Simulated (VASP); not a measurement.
A run of VASP 6.6.1:

INCAR

```
SYSTEM = ZrSi6
PREC = Accurate
ENCUT = 600
EDIFF = 1E-6
ISMEAR = 0
SIGMA = 0.1
LREAL = .FALSE.
LASPH = .TRUE.
NELM = 100
ALGO = Normal
ISIF = 3
LWAVE = .FALSE.
LCHARG = .FALSE.
GGA = PE
IBRION = 2
NSW = 100
EDIFFG = -0.01
```

File KPOINTS:

```
regular mesh
0
G
  8 8 8
  0 0 0
```

POSCAR

```
ZrSi6
1.0
    5.6592439132      0.0000000000      0.0000000000
    0.0000000000      5.6592439132      0.0000000000
    0.0000000000      0.0000000000      5.6592439132
Zr Si
1 6
Direct
    0.0000000000      0.0000000000      0.0000000000
    0.8026444164      0.5000000000      0.5000000000
    0.1973555836      0.5000000000      0.5000000000
    0.5000000000      0.8026444164      0.5000000000
    0.5000000000      0.1973555836      0.5000000000
    0.5000000000      0.5000000000      0.8026444164
    0.5000000000      0.5000000000      0.1973555836
```

Potentials or basis: VASP PAW PBE potentials, release 64 (Zr_sv, Si).

Run with:

```console
$ cat potpaw_PBE.64/Zr_sv/POTCAR potpaw_PBE.64/Si/POTCAR > POTCAR
$ mpirun -np 1 vasp_std > vasp.out
```

Hardware: 1 thread of Intel(R) Xeon(R) Platinum 8124M CPU @ 3.00GHz (Skylake/Cascade Lake), with other jobs on the host.

Task: How long does it take, and how much memory?

Result: It took 9 min on 1 thread of Intel(R) Xeon(R) Platinum 8124M CPU @ 3.00GHz (Skylake/Cascade Lake), on a shared host, peak memory 0.44 GiB. Counts: scf iterations 63, k points 35, ion steps 6.
